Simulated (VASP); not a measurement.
Write the native input for VASP 6.6.1 that does the following.

```yaml
Task: single point
Functional: r2SCAN
Potentials_or_basis: VASP PAW PBE potentials, release 64 (O)
Cutoff: 520 eV
k_mesh: 5 × 5 × 5
Occupations: fermi-dirac, width 0.1 eV
Spin: no spin polarisation
Dipole_correction: no
Further_INCAR_settings: ALGO = Normal; EDIFF = 1e-07; NBANDS = 13
```

O:

```
O
1.0
    -0.02049    2.12196    2.20115
     2.26652   -0.02531    2.20596
     2.22533    2.08558    0.01588
O
2
Direct
  0.25080 0.25040 0.24358
  0.00488 0.98652 0.00701
```

The input as run:

POSCAR

```
O
1.0
   -0.0204900000      2.1219600000      2.2011500000
    2.2665200000     -0.0253100000      2.2059600000
    2.2253300000      2.0855800000      0.0158800000
O
2
Direct
    0.2507974139      0.2504031116      0.2435802531
    0.0048800000      0.9865200000      0.0070100000
```

INCAR.step1

```
PREC     = Accurate       # precision mode
ENCUT    = 520            # plane-wave cutoff, eV
ISMEAR   = -1             # smearing method
SIGMA    = 0.1            # smearing width, eV
LREAL    = F              # projectors in reciprocal space
LASPH    = T              # aspherical terms in the spheres
NELM     = 60             # most SCF steps
NBANDS   = 13             # bands
GGA      = PE             # functional
ALGO     = Normal         # electronic algorithm
EDIFF    = 1E-4           # SCF threshold, eV
LWAVE    = T              # write WAVECAR
LCHARG   = F              # write CHGCAR
```

INCAR.step2

```
PREC     = Accurate       # precision mode
ENCUT    = 520            # plane-wave cutoff, eV
EDIFF    = 1E-7           # SCF threshold, eV
ISMEAR   = -1             # smearing method
SIGMA    = 0.1            # smearing width, eV
LREAL    = F              # projectors in reciprocal space
LASPH    = T              # aspherical terms in the spheres
NELM     = 60             # most SCF steps
ALGO     = Normal         # electronic algorithm
ISIF     = 2              # what is computed and relaxed
LWAVE    = F              # write WAVECAR
LCHARG   = F              # write CHGCAR
METAGGA  = R2SCAN         # meta-GGA
LMIXTAU  = T            
NBANDS   = 13             # bands
ISTART   = 1
```

KPOINTS

```
regular mesh
0
Gamma
  5 5 5
```

Potentials or basis: VASP PAW PBE potentials, release 64 (O).

Run with:

```sh
$ cat potpaw_PBE.64/O/POTCAR > POTCAR
$ cp INCAR.step1 INCAR
$ mpirun -np 1 vasp_std > vasp.out
$ cp INCAR.step2 INCAR
$ mpirun -np 1 vasp_std > vasp.out
```

It gave:

```yaml
Pressure: -2.8 GPa
Largest_force: 1.011 eV/Å
Band_gap_on_the_k_mesh: zero (band 6 reaches 0.54 eV, above the bottom of band 7 at -0.50 eV)
```

Caveat: the k points lie up to 0.50 Å⁻¹ apart; the PAW data sets were made with another functional, which shifts forces and pressure a little.

It took 20 s on 1 thread of Intel(R) Xeon(R) 6975P-C (Granite Rapids) (shared host), peak memory 0.13 GiB.
